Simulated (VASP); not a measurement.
Crystal: TiO2.

```xyz
6
Lattice="4.5998 0.0000 0.0000 0.0000 4.5998 0.0000 0.0000 0.0000 2.9592" Properties=species:S:1:pos:R:3 pbc="T T T"
Ti    0.0000    0.0000    1.4796
Ti    2.2999    2.2999    0.0000
O     1.3998    1.3998    1.4796
O     0.9001    3.6997    0.0000
O     3.6997    0.9001    0.0000
O     3.2000    3.2000    1.4796
```

Base run:

* Program: VASP 6.6.1
* Functional: PBE
* Potentials or basis: VASP PAW PBE potentials, release 64 (Ti_sv, O)
* Cutoff: 520 eV
* k mesh: 6 × 6 × 9
* Occupations: fermi-dirac, width 0.05 eV
* Spin: no spin polarisation
* Hubbard terms: Ti d U = 3.0 eV

Its results: band gap on the k mesh 2.22 eV, direct; pressure 10.5 GPa; largest force 0.106 eV/Å.

Problem. The run is repeated on the same cell with these changes: hubbard terms from Ti d U = 3.0 eV to Ti d U = 2.0 eV. What comes out?

Solution. Band gap on the k mesh 2.09 eV, direct; pressure 8.6 GPa; largest force 0.077 eV/Å.

A k mesh can miss the band edges.
